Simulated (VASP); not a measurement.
A run of VASP 6.6.1:

File INCAR:

```
SYSTEM = InP
ALGO = Normal
EDIFF = 1E-6
ENCUT = 520
GGA = PS
ISIF = 2
ISMEAR = 0
LASPH = .True.
LCHARG = .False.
LREAL = .False.
LWAVE = .False.
NBANDS = 16
NELM = 60
PREC = Accurate
SIGMA = 0.15
```

KPOINTS

```
k-points
0
Gamma
  6 6 6
  0 0 0
```

The input POSCAR:

```
InP
1.0
    0.0000000000      2.8089435591      2.9493907371
    2.8089435591      0.0000000000      2.9493907371
    2.8089435591      2.8089435591      0.0000000000
In P
1 1
Direct
    0.0000000000      0.0000000000      0.0000000000
    0.5000000000      0.5000000000      0.5000000000
```

Potentials or basis: VASP PAW PBE potentials, release 64 (In_d, P).

Launch:

```bash
$ cat potpaw_PBE.64/In_d/POTCAR potpaw_PBE.64/P/POTCAR > POTCAR
$ mpirun -np 1 vasp_std > vasp.out
```

Hardware: 1 thread of AMD EPYC 7R13 Processor (Zen 3) (shared host).

Task: How long does it take, and how much memory?

Result: Run time: 26 s on 1 thread of AMD EPYC 7R13 Processor (Zen 3), with other jobs on the host, peak memory 0.14 GiB. Counts: scf iterations 12, k points 30.
